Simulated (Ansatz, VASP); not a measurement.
## In: VASP beside Ansatz

```
CELL_PARAMETERS angstrom
-2.04508 2.04508 1.59516
2.04508 -2.04508 1.59516
2.04508 2.04508 -1.59516
ATOMIC_POSITIONS crystal
In 0.00000 0.00000 0.00000
```

Alike in both runs: task single point; functional PBEsol; k mesh 20 × 20 × 20; occupations gaussian, width 0.15 eV; no spin polarisation.

```csv
,VASP,Ansatz
version,VASP 6.6.1,Ansatz 0.2.0
potentials or method,"VASP PAW PBE potentials, release 64 (In_d), cutoff 520 eV","scalar-relativistic, plane waves, PAW"
valence electrons in the cell,13,13
```

|  | VASP | Ansatz | Ansatz less VASP |
| --- | --- | --- | --- |
| gap on the k mesh at the Fermi level (eV) | none | none | - |
| pressure (GPa) | -1.1 | -1.2 | -0.03 |
| traceless stress, the component that is largest in VASP (GPa) | 0.74 | 0.74 | -0.007 |

VASP's potentials were made for PBE, not for PBEsol. A gap of «none» marks a metal or a gap that the smearing closes.
